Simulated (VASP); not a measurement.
A run of VASP 6.6.1:

Contents of INCAR:

```
PREC     = Accurate       # precision mode
ENCUT    = 600            # plane-wave cutoff, eV
EDIFF    = 1E-7           # SCF threshold, eV
ISMEAR   = -1             # smearing method
SIGMA    = 0.08           # smearing width, eV
LREAL    = F              # projectors in reciprocal space
LASPH    = T              # aspherical terms in the spheres
NELM     = 60             # most SCF steps
ALGO     = Normal         # electronic algorithm
ISIF     = 4              # what is computed and relaxed
LWAVE    = F              # write WAVECAR
LCHARG   = F              # write CHGCAR
GGA      = PE             # functional
IBRION   = 2              # ionic algorithm
NSW      = 50             # ionic steps
EDIFFG   = -0.005         # ionic threshold
```

KPOINTS

```
Automatic mesh
0
Gamma
  13 13 12
```

POSCAR

```
Lu
1.0
    2.8657625038      0.0000000000      0.0000000000
   -1.4328812519      2.4818231295      0.0000000000
    0.0000000000      0.0000000000      2.8339667997
Lu
1
Direct
    0.0000000000      0.0000000000      0.0000000000
```

Potentials or basis: VASP PAW PBE potentials, release 64 (Lu).

The run is started by

```console
$ cat potpaw_PBE.64/Lu/POTCAR > POTCAR
$ mpirun -np 1 vasp_std > vasp.out
```

Hardware: 1 thread of Intel(R) Xeon(R) Platinum 8259CL CPU @ 2.50GHz (Skylake/Cascade Lake), with other jobs on the host.

Q: How long does it take, and how much memory?

A: Wall time 86 s on 1 thread of Intel(R) Xeon(R) Platinum 8259CL CPU @ 2.50GHz (Skylake/Cascade Lake) (shared host), peak memory 0.19 GiB. Counts: scf iterations 32, k points 147, ion steps 3.
